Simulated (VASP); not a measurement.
# Ti (P6_3/mmc) in VASP: notebook

Ti is run at these levels: PBE; tasks: single point.

All numbers are computed with VASP 6.6.1; they aren't measurements. Logs are shortened: lines on timing, memory, paths and dates and some standing lists are left out, and cuts for length are marked.

### Step 1. The cell of the first run

Symmetry: P6_3/mmc, No. 194, hexagonal system. Conventional cell: a = 2.939 Å, b = 2.939 Å, c = 4.656 Å, α = 90.00°, β = 90.00°, γ = 120.00°. Ti (site symmetry -6m2) has 12 Ti at 2.88 to 2.94 Å within 3.8 Å.

### Step 2. Single point, PBE

File INCAR:

```
SYSTEM = Ti
PREC = Accurate
ENCUT = 520
EDIFF = 1E-6
ISMEAR = 1
SIGMA = 0.1
LREAL = .FALSE.
LASPH = .TRUE.
NELM = 80
ALGO = Normal
ISIF = 2
LWAVE = .FALSE.
LCHARG = .FALSE.
GGA = PE
NBANDS = 19
```

File KPOINTS:

```
Automatic mesh
0
G
  12 12 7
  0 0 0
```

File POSCAR:

```
Ti
1.0
    2.9390756844      0.0000000000      0.0000000000
   -1.4695378422      2.5453142064      0.0000000000
    0.0000000000      0.0000000000      4.6559893251
Ti
2
Direct
    0.3333333333      0.6666666667      0.2500000000
    0.6666666667      0.3333333333      0.7500000000
```

Potentials or basis: VASP PAW PBE potentials, release 64 (Ti_sv).

Run with:

```console
> cat potpaw_PBE.64/Ti_sv/POTCAR > POTCAR
> mpirun -np 1 vasp_std > vasp.out
```

OUTCAR:

```text
SYSTEM = Ti
   PREC = Accurate
   ENCUT = 520
   EDIFF = 1E-6
   ISMEAR = 1
   LREAL = .FALSE.
   LASPH = .TRUE.
   NELM = 80
   ISIF = 2
   GGA = PE

 ion  position               nearest neighbor table
   1  0.333  0.667  0.250-   2 2.88   2 2.88   2 2.88   2 2.88   2 2.88   2 2.88
   2  0.667  0.333  0.750-   1 2.88   1 2.88   1 2.88   1 2.88   1 2.88   1 2.88

  LATTYP: Found a hexagonal cell.
 ALAT       =     2.9390756844
 C/A-ratio  =     1.5841678899

  Lattice vectors:

 A1 = (   2.9390756844,   0.0000000000,   0.0000000000)
 A2 = (  -1.4695378422,   2.5453142064,   0.0000000000)
 A3 = (   0.0000000000,   0.0000000000,   4.6559893251)

Analysis of symmetry for initial positions (statically):
=====================================================================
 Subroutine PRICEL returns:
 Original cell was already a primitive cell.

 Routine SETGRP: Setting up the symmetry group for a
 hexagonal supercell.

 Subroutine GETGRP returns: Found 24 space group operations
 (whereof 12 operations were pure point group operations)
 out of a pool of 24 trial point group operations.

The static configuration has the point symmetry D_3d.
 The point group associated with its full space group is D_6h.

Analysis of symmetry for dynamics (positions and initial velocities):
=====================================================================
 Subroutine PRICEL returns:
 Original cell was already a primitive cell.

 Routine SETGRP: Setting up the symmetry group for a
 hexagonal supercell.

 Subroutine GETGRP returns: Found 24 space group operations
 (whereof 12 operations were pure point group operations)
 out of a pool of 24 trial point group operations.

The dynamic configuration has the point symmetry D_3d.
 The point group associated with its full space group is D_6h.

 Subroutine INISYM returns: Found 24 space group operations
 (whereof 12 operations are pure point group operations),
 and found     1 'primitive' translations

----------------------------------------------------------------------------------------

                                     Primitive cell

  volume of cell :      34.8309

  direct lattice vectors                    reciprocal lattice vectors
     2.939075684  0.000000000  0.000000000     0.340243024  0.196439402  0.000000000
    -1.469537842  2.545314206  0.000000000     0.000000000  0.392878804  0.000000000
     0.000000000  0.000000000  4.655989325     0.000000000  0.000000000  0.214777125

  length of vectors
     2.939075684  2.939075684  4.655989325     0.392878804  0.392878804  0.214777125

  position of ions in fractional coordinates (direct lattice)
     0.333333333  0.666666667  0.250000000
     0.666666667  0.333333333  0.750000000

  ion indices of the primitive-cell ions
   primitive index   ion index
                 1           1
                 2           2

----------------------------------------------------------------------------------------

 KPOINTS: Automatic mesh

Automatic generation of k-mesh.
 Grid dimensions read from file:
 generate k-points for:   12   12    7

 Generating k-lattice:

  Cartesian coordinates                     Fractional coordinates (reciprocal lattice)
     0.028353585  0.016369950  0.000000000     0.083333333  0.000000000  0.000000000
     0.000000000  0.032739900  0.000000000     0.000000000  0.083333333  0.000000000
     0.000000000  0.000000000  0.030682446     0.000000000  0.000000000  0.142857143

  Length of vectors
     0.032739900  0.032739900  0.030682446

  Shift w.r.t. Gamma in fractional coordinates (k-lattice)
     0.000000000  0.000000000  0.000000000

 Subroutine IBZKPT returns following result:
 ===========================================

 Found     76 irreducible k-points:

 Following reciprocal coordinates:
            Coordinates               Weight
  0.000000  0.000000  0.000000      1.000000
  0.083333  0.000000  0.000000      6.000000
  0.166667  0.000000  0.000000      6.000000
  0.250000  0.000000  0.000000      6.000000
  0.333333  0.000000  0.000000      6.000000
  0.416667  0.000000  0.000000      6.000000
[... 16 lines left out ...]
  0.250000  0.000000  0.142857     12.000000
  0.333333  0.000000  0.142857     12.000000
 [... further k-points ...]
   k-points           NKPTS =     76   k-points in BZ     NKDIM =     76   number of bands    NBANDS=     19
   number of dos      NEDOS =    301   number of ions     NIONS =      2
   total plane-waves  NPLWV =  20736
   dimension x,y,z NGX =    24 NGY =   24 NGZ =   36
   dimension x,y,z NGXF=    48 NGYF=   48 NGZF=   72
   ions per type =               2
   NGX,Y,Z   is equivalent  to a cutoff of  13.58, 13.58, 12.85 a.u.
   NGXF,Y,Z  is equivalent  to a cutoff of  27.15, 27.15, 25.71 a.u.
 SYSTEM =  Ti
   PREC   = accura    normal or accurate (medium, high low for compatibility)
   ISTART =      0    job   : 0-new  1-cont  2-samecut
   ICHARG =      2    charge: 1-file 2-atom 10-const
   ISPIN  =      1    spin polarized calculation?
   LNONCOLLINEAR =      F non collinear calculations
   LSORBIT =      F    spin-orbit coupling
   LASPH  =      T    aspherical Exc in radial PAW
   ENCUT  =  520.0 eV  38.22 Ry    6.18 a.u.   5.46  5.46  8.66*2*pi/ulx,y,z
   NELM   =     80;   NELMIN=  2; NELMDL= -5     # of ELM steps
   EDIFF  = 0.1E-05   stopping-criterion for ELM
   LREAL  =      F    real-space projection
   EDIFFG = 0.1E-04   stopping-criterion for IOM
   NSW    =      0    number of steps for IOM
   IBRION =     -1    ionic relax: 0-MD 1-quasi-New 2-CG
   NFREE  =      0    steps in history (QN), initial steepest desc. (CG)
   ISIF   =      2    stress and relaxation
   ISYM   =      2    0-nonsym 1-usesym 2-fastsym
   POTIM  = 0.5000    time-step for ionic-motion
   TEBEG  =    0.0;   TEEND  =   0.0 temperature during run
   PSTRESS=    0.0 pullay stress
   NELECT =      24.0000    total number of electrons
   NUPDOWN=      -1.0000    fix difference up-down
   EMIN   =  10.00;   EMAX   =-10.00  energy-range for DOS
   EFERMI =   0.00;   METHOD = LEGACY
   ISMEAR =     1;   SIGMA  =   0.10  broadening in eV -4-tet -1-fermi 0-gaus
   EFERMI_NEDOS =   21; number of points for ismear=-14 and -15
   IALGO  =     38    algorithm
   IMIX   =      4    mixing-type and parameters
     AMIX     =   0.40;   BMIX     =  1.00
     AMIX_MAG =   1.60;   BMIX_MAG =  1.00
  volume/ion in A,a.u.               =      17.42       117.53
  Fermi-wavevector in a.u.,A,eV,Ry     =   1.445963  2.732474 28.447185  2.090809
  Thomas-Fermi vector in A             =   2.564085
   LORBIT       =      0    0 simple, 1 ext, 2 COOP (PROOUT), +10 PAW based schemes
   GGA     = PE    functional components
   LHFCALC =     F    Hartree Fock is set to
   AEXX    =    0.0000 exact exchange contribution
   IVDW    =     0    specifies the selected vdW correction
   LEPSILON=     F    determine dielectric tensor
   LRPA    =     F    only Hartree local field effects (RPA)
 non-spin polarized calculation
 Methfessel and Paxton  Order N= 1 SIGMA  =   0.10
  energy-cutoff  :      520.00
  volume of cell :       34.83
 maximum number of plane-waves:       965
 NGX is ok and might be reduce to    24
   NGX = 11   NGY = 11   NGZ = 17

 number of electron      24.0000001 magnetization

 Free energy of the ion-electron system (eV)
  ---------------------------------------------------
  ext. energy  EPLUGINS =         0.00000000
  ---------------------------------------------------
  free energy    TOTEN  =       -15.67120930 eV

  energy without entropy =      -15.67185933  energy(sigma->0) =      -15.67142597

 E-fermi :   8.3219     XC(G=0): -11.4852

 val. band max:        8.3178323261   @ k =   0.3333   0.1667   0.4286
 cond. band min:       8.3239164864   @ k =   0.1667   0.0000   0.1429
 fundamental gap:      0.0060841603
 Fermi energy:         8.3218601655

 k-point     1 :       0.0000    0.0000    0.0000
  band No.  band energies     occupation
      1     -48.5630      2.00000
      2     -48.4279      2.00000
      3     -25.1466      2.00000
      4     -24.5097      2.00000
      5     -24.5097      2.00000
      6     -24.4455      2.00000
[... 11 lines left out ...]
     18       9.9234     -0.00000
     19      11.4440      0.00000

 k-point     2 :       0.0833    0.0000    0.0000
  band No.  band energies     occupation
      1     -48.5562      2.00000
      2     -48.4253      2.00000
      3     -25.1316      2.00000
      4     -24.5405      2.00000
      5     -24.5200      2.00000
      6     -24.4519      2.00000
[... 11 lines left out ...]
     18       9.8169     -0.00000
     19      11.5006      0.00000

 k-point     3 :       0.1667    0.0000    0.0000
  band No.  band energies     occupation
      1     -48.5375      2.00000
      2     -48.4184      2.00000
      3     -25.0885      2.00000
      4     -24.6251      2.00000
      5     -24.5473      2.00000
      6     -24.5279      2.00000
[... 11 lines left out ...]
     18      10.0391     -0.00000
     19      11.6192      0.00000

 k-point     4 :       0.2500    0.0000    0.0000
  band No.  band energies     occupation
      1     -48.5106      2.00000
      2     -48.4101      2.00000
      3     -25.0238      2.00000
      4     -24.7420      2.00000
      5     -24.6411      2.00000
      6     -24.5829      2.00000
[... 11 lines left out ...]
     18      10.5488      0.00000
     19      11.7301      0.00000

 k-point     5 :       0.3333    0.0000    0.0000
  band No.  band energies     occupation
      1     -48.4815      2.00000
      2     -48.4039      2.00000
      3     -24.9478      2.00000
      4     -24.8597      2.00000
      5     -24.7502      2.00000
      6     -24.6173      2.00000
[... 11 lines left out ...]
     18      11.1228      0.00000
     19      11.8064      0.00000

 k-point     6 :       0.4167    0.0000    0.0000
  band No.  band energies     occupation
      1     -48.4573      2.00000
      2     -48.4022      2.00000
      3     -24.9461      2.00000
      4     -24.8770      2.00000
      5     -24.8279      2.00000
      6     -24.6419      2.00000
[... 11 lines left out ...]
     18      11.8267      0.00000
     19      11.8476      0.00000

 k-point     7 :       0.5000    0.0000    0.0000
  band No.  band energies     occupation
      1     -48.4469      2.00000
      2     -48.4030      2.00000
      3     -24.9777      2.00000
      4     -24.8559      2.00000
      5     -24.8436      2.00000
      6     -24.6508      2.00000
[... 11 lines left out ...]
     18      11.8604      0.00000
     19      12.6425      0.00000

 k-point     8 :       0.0833    0.0833    0.0000
  band No.  band energies     occupation
      1     -48.5435      2.00000
      2     -48.4205      2.00000
      3     -25.1025      2.00000
      4     -24.5920      2.00000
      5     -24.5527      2.00000
      6     -24.4890      2.00000
[... 256 lines left out ...]
 k-point    20 :       0.0000    0.0000    0.1429
  band No.  band energies     occupation
      1     -48.5564      2.00000
      2     -48.4347      2.00000
      3     -25.1132      2.00000
      4     -24.5048      2.00000
      5     -24.5048      2.00000
      6     -24.4816      2.00000
[... 11 lines left out ...]
     18      10.1081     -0.00000
     19      11.4525      0.00000

 k-point    21 :       0.0833    0.0000    0.1429
  band No.  band energies     occupation
      1     -48.5498      2.00000
      2     -48.4318      2.00000
      3     -25.1001      2.00000
      4     -24.5348      2.00000
      5     -24.5148      2.00000
      6     -24.4979      2.00000
[... 11 lines left out ...]
     18      10.0615     -0.00000
     19      11.4983      0.00000

 k-point    22 :       0.1667    0.0000    0.1429
  band No.  band energies     occupation
      1     -48.5316      2.00000
      2     -48.4243      2.00000
      3     -25.0633      2.00000
      4     -24.6172      2.00000
      5     -24.5641      2.00000
      6     -24.5413      2.00000
[... 11 lines left out ...]
     18      10.1061     -0.00000
     19      11.5930      0.00000

 k-point    23 :       0.2500    0.0000    0.1429
  band No.  band energies     occupation
      1     -48.5057      2.00000
      2     -48.4151      2.00000
      3     -25.0123      2.00000
      4     -24.7276      2.00000
      5     -24.6688      2.00000
      6     -24.5761      2.00000
[... 11 lines left out ...]
     18      10.4947      0.00000
     19      11.6804      0.00000

 k-point    24 :       0.3333    0.0000    0.1429
  band No.  band energies     occupation
      1     -48.4777      2.00000
      2     -48.4078      2.00000
      3     -24.9731      2.00000
      4     -24.8221      2.00000
      5     -24.7689      2.00000
      6     -24.6097      2.00000
[... 11 lines left out ...]
     18      11.0230      0.00000
     19      11.7459      0.00000

 [... further k-points ...]

------------------------ aborting loop because EDIFF is reached ----------------------------------------

  FORCE on cell =-STRESS in cart. coord.  units (eV):
  Direction    XX          YY          ZZ          XY          YZ          ZX
  --------------------------------------------------------------------------------------
  -------------------------------------------------------------------------------------
  Total       -0.0615300     -0.0615300     -0.1118505     -0.0000000      0.0000000      0.0000000
  in kB       -2.8303071     -2.8303071     -5.1449863     -0.0000000      0.0000000      0.0000000
  external PRESSURE =      -3.6018668 kB  Pullay stress =       0.0000000 kB

 VOLUME and BASIS-vectors are now :
 -----------------------------------------------------------------------------
  energy-cutoff  :      520.00
  volume of cell :       34.83
      direct lattice vectors                 reciprocal lattice vectors
     2.939075684  0.000000000  0.000000000     0.340243024  0.196439402  0.000000000
    -1.469537842  2.545314206  0.000000000     0.000000000  0.392878804  0.000000000
     0.000000000  0.000000000  4.655989325     0.000000000  0.000000000  0.214777125

 POSITION                                       TOTAL-FORCE (eV/Angst)
 -----------------------------------------------------------------------------------
     -0.00000      1.69688      1.16400        -0.000000      0.000000      0.000000
      1.46954      0.84844      3.49199         0.000000     -0.000000      0.000000
 -----------------------------------------------------------------------------------
    total drift:                               -0.000000      0.000000     -0.000000

  FREE ENERGIE OF THE ION-ELECTRON SYSTEM (eV)
  ---------------------------------------------------
  free  energy   TOTEN  =       -15.6712092959 eV

  energy  without entropy=      -15.6718593306  energy(sigma->0) =      -15.67142597
```

It took 56 s on 1 thread of Intel Xeon Platinum 8175M at 2.50GHz (Skylake/Cascade Lake), shared host; peak memory 0.17 GiB.

Results:

```yaml
Free_energy: -15.6712 eV
Pressure: -0.4 GPa
Band_gap_on_the_k_mesh: zero (band 12 reaches 9.08 eV, above the bottom of band 13 at 8.01 eV)
```

### Step 3. Single point, PBE

File INCAR:

```
SYSTEM = Ti
PREC     = Accurate       ! precision mode
ENCUT    = 520            ! plane-wave cutoff, eV
EDIFF    = 1E-6           ! SCF threshold, eV
ISMEAR   = 1              ! smearing method
SIGMA    = 0.2            ! smearing width, eV
LREAL    = .FALSE.        ! projectors in reciprocal space
LASPH    = .TRUE.         ! aspherical terms in the spheres
NELM     = 60             ! most SCF steps
ALGO     = Normal         ! electronic algorithm
ISIF     = 2              ! what is computed and relaxed
LWAVE    = .FALSE.        ! write WAVECAR
LCHARG   = .FALSE.        ! write CHGCAR
GGA      = PE             ! functional
NBANDS   = 19             ! bands
```

KPOINTS is that of step 2.

POSCAR is that of step 2.

Potentials or basis: VASP PAW PBE potentials, release 64 (Ti_sv).

Run with:

```console
> cat potpaw_PBE.64/Ti_sv/POTCAR > POTCAR
> mpirun -np 1 vasp_std > vasp.out
```

Wall time 50 s (1 thread of Intel Xeon Platinum 8175M at 2.50GHz (Skylake/Cascade Lake), shared host); peak memory 0.18 GiB.

The run converged. Its results:

```yaml
Free_energy: -15.6698 eV
Pressure: -0.4 GPa
Band_gap_on_the_k_mesh: zero (band 12 reaches 9.08 eV, above the bottom of band 13 at 8.01 eV)
```

Stress tensor (GPa, compression positive):
```
-0.34  0.00  0.00
 0.00 -0.34  0.00
 0.00  0.00 -0.54
```

Levels at points of the mesh, in eV from the Fermi level:
```
           k point  band 10  band 11  band 12  band 13  band 14  band 15
(0.00, 0.00, 0.00)    -2.70     0.75     0.76     0.76     0.87     1.25
(0.50, 0.00, 0.00)    -2.16    -1.85    -0.64     0.47     0.61     1.16
```
